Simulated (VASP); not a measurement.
Write the native input for VASP 6.6.1 that does the following.

* Task: single point
* Functional: PBE
* Potentials or basis: VASP PAW PBE potentials, release 64 (Co, Au)
* Cutoff: 520 eV
* k mesh: 12 × 12 × 12
* Occupations: gaussian, width 0.1 eV
* Spin: collinear spin, ferromagnetic start
* Starting moments: [1.78, 0.0] μB
* Dipole correction: no
* Further INCAR settings: ALGO = Normal; EDIFF = 1e-07; NBANDS = 21

The structure of CoAu lies in POSCAR:

```
CoAu
1.0
   -1.8911017522     -1.8911017522     -3.8580328643
   -1.8911017522     -3.8580328643     -1.8911017522
   -3.8580328643     -1.8911017522     -1.8911017522
Co Au
1 1
Direct
    0.0000000000      0.0000000000      1.0000000000
    0.5000000000      0.5000000000      0.5000000000
```

The input as run:

INCAR

```
PREC = Accurate
ENCUT = 520
EDIFF = 1E-7
ISMEAR = 0
SIGMA = 0.1
LREAL = F
LASPH = T
NELM = 150
ALGO = Normal
ISIF = 2
LWAVE = F
LCHARG = F
ISPIN = 2
MAGMOM = 1.78 0
LORBIT = 11
LMAXMIX = 4
GGA = PE
NBANDS = 21
```

KPOINTS

```
Automatic mesh
0
Gamma
  12 12 12
```

Potentials or basis: VASP PAW PBE potentials, release 64 (Co, Au).

The run is started by

```console
$ cat potpaw_PBE.64/Co/POTCAR potpaw_PBE.64/Au/POTCAR > POTCAR
$ mpirun -np 1 vasp_std > vasp.out
```

It gave:

```
Pressure                                              : -0.2 GPa
Net moment                                            : 1.73 μB per cell
Site moments                                          : Co +1.79; Au +0.00 μB
Valence electrons inside the program's atomic spheres : Co 7.92; Au 9.77
```

Run time: 3 min on 1 thread of Intel(R) Xeon(R) 6975P-C (Granite Rapids), with other jobs on the host, peak memory 0.38 GiB.
